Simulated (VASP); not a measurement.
Input of a VASP 6.6.1 run:

INCAR

```
PREC = Accurate ; ENCUT = 520
EDIFF = 1E-8 ; ISMEAR = -1
SIGMA = 0.01 ; LREAL = False
LASPH = True ; NELM = 80
ALGO = Normal ; ISIF = 2
LWAVE = False ; LCHARG = False
GGA = PE ; LEFG = True
NBANDS = 16
```

File KPOINTS:

```
regular mesh
0
Gamma
  9 9 9
```

POSCAR

```
AgCl
1.0
    3.4339730000      0.0000000000      0.0000000000
    0.0000000000      3.4339730000      0.0000000000
    0.0000000000      0.0000000000      3.4339730000
Ag Cl
1 1
Direct
    0.0000000000      0.0000000000      0.0000000000
    0.5000000000      0.5000000000      0.5000000000
```

Potentials or basis: VASP PAW PBE potentials, release 64 (Ag, Cl).

Launch:

```sh
$ cat potpaw_PBE.64/Ag/POTCAR potpaw_PBE.64/Cl/POTCAR > POTCAR
$ mpirun -np 1 vasp_std > vasp.out
```

What does it give for the band gap on the k mesh?

0.61 eV, indirect (least direct gap 2.08 eV).

Predict the pressure.

-0.3 GPa.

Caveat: without QUAD_EFG the Cq values of the log hold for a quadrupole moment of 1 mb, not for the nuclei. A k mesh can miss the band edges.
